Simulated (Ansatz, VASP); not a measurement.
**Two plane-wave programs on CO2**

```
C O
1.0
     5.62000    0.00000    0.00000
     0.00000    5.62000    0.00000
     0.00000    0.00000    5.62000
C O
4 8
Direct
  0.00000 0.00000 0.00000
  0.50000 0.00000 0.50000
  0.50000 0.50000 0.00000
  0.00000 0.50000 0.50000
  0.12002 0.12002 0.12002
  0.37998 0.87998 0.62002
  0.62002 0.37998 0.87998
  0.87998 0.62002 0.37998
  0.87998 0.87998 0.87998
  0.62002 0.12002 0.37998
  0.37998 0.62002 0.12002
  0.12002 0.37998 0.62002
```

Alike in both runs: functional PBE; k mesh 4 × 4 × 4; occupations fermi-dirac, width 0.02 eV; no spin polarisation.

Ansatz relaxed the structure, and its values are those at the end. VASP's run is a single point on that final structure, the one shown.

|  | VASP | Ansatz |
| --- | --- | --- |
| version | VASP 6.6.1 | Ansatz 0.2.0 |
| potentials or method | VASP PAW PBE potentials, release 64 (C, O) | plane-wave PAW, scalar-relativistic |
| plane-wave cutoff (eV) | 520 | 420 |
| valence electrons in the cell | 64 | 64 |

```csv
,VASP,Ansatz,Ansatz less VASP
gap on the k mesh at the Fermi level (eV),6.77,6.79,+0.020
pressure (GPa),2.9,1.4,-1.50
rms of the force components (eV/Å),0.307,0.009,-0.2984
```

One of these differences is far larger than is usual between the two programs; its cause wasn't traced. With one functional, cell and mesh, what is left measures potentials, basis and numerics. Ansatz's warnings: stress scf threshold loose.

Noted on VASP's run: the standard files for N, O and F lose accuracy on very short bonds.
